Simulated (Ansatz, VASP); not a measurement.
**La2AlN2: VASP beside Ansatz**

INCAR

```
ALGO = Normal ; EDIFF = 1E-7
ENCUT = 520 ; GGA = PE
ISIF = 2 ; ISMEAR = 0
LASPH = T ; LCHARG = F
LREAL = F ; LWAVE = F
NBANDS = 26 ; NELM = 60
PREC = Accurate ; SIGMA = 0.1
```

File KPOINTS:

```
k-points
0
Gamma
  14 14 14
```

POSCAR

```
La2AlN2
1.0
   -1.8984028000      1.8984028000      6.3272893000
    1.8984028000     -1.8984028000      6.3272893000
    1.8984028000      1.8984028000     -6.3272893000
La Al N
2 1 2
Direct
    0.8491450000      0.8491450000      0.0000000000
    0.1508550000      0.1508550000      0.0000000000
    0.5000000000      0.5000000000      0.0000000000
    0.6552870000      0.6552870000      0.0000000000
    0.3447130000      0.3447130000      0.0000000000
```

Input for Ansatz:

```yaml
crystal:
  lattice:
    - [-1.8984028, 1.8984028, 6.3272893]
    - [1.8984028, -1.8984028, 6.3272893]
    - [1.8984028, 1.8984028, -6.3272893]
  atoms:
    - { symbol: La, position: [0.849145, 0.849145, 0.0] }
    - { symbol: La, position: [0.150855, 0.150855, 0.0] }
    - { symbol: Al, position: [0.5, 0.5, 0.0] }
    - { symbol: "N", position: [0.655287, 0.655287, 0.0] }
    - { symbol: "N", position: [0.344713, 0.344713, 0.0] }
basis:
  ecutwfc: 420
kpoints:
  mp_grid: { grid: [14, 14, 14] }
  band_path:
    path:
      - [[0.0, 0.0, 0.0], [0.0, 0.0, 0.5], [0.25, 0.25, 0.25], [0.0, 0.5, 0.0], [0.0, 0.0, 0.0], [0.5, 0.5, -0.5], [0.27250512, 0.72749488, -0.27250512]]
      - [[-0.27250512, 0.27250512, 0.27250512], [0.0, 0.0, 0.0]]
      - [[0.0, 0.0, 0.5], [-0.04501024, 0.04501024, 0.5]]
      - [[0.5, 0.5, -0.04501024], [0.5, 0.5, -0.5]]
    npoints: 14
hamiltonian:
  xc: pbe
scf:
  occupations: { method: gaussian, width: 0.1 }
  n_extra_bands: 12
output:
  forces: true
  stress: true
  eigenvalues: true
  populations: true
  dos: { projected: true, de: 0.02, nscf_kmesh: { grid: [17, 17, 17] } }
  bader: true
  write_density: true
  write_potential: true
  elf: true
  volumetric_format: npy
```

Alike in both runs: task single point; functional PBE; k mesh 14 × 14 × 14; occupations gaussian, width 0.1 eV; no spin polarisation.

|  | VASP | Ansatz |
| --- | --- | --- |
| version | VASP 6.6.1 | Ansatz 0.2.0 |
| potentials or method | VASP PAW PBE potentials, release 64 (La, Al, N), cutoff 520 eV | scalar-relativistic, plane waves, PAW |
| valence electrons in the cell | 35 | 35 |

```tsv
	VASP	Ansatz	Ansatz less VASP
gap on the k mesh at the Fermi level (eV)	none	none	-
pressure (GPa)	-0.2	0.0	+0.18
traceless stress, the component that is largest in VASP (GPa)	0.07	-0.01	-0.081
rms of the force components (eV/Å)	0.004	0.003	-0.0011
```

Atom by atom the forces differ by 0.005 eV/Å (rms over components). A gap of «none» marks a metal or a gap that the smearing closes.

Neither program's run includes spin-orbit coupling.
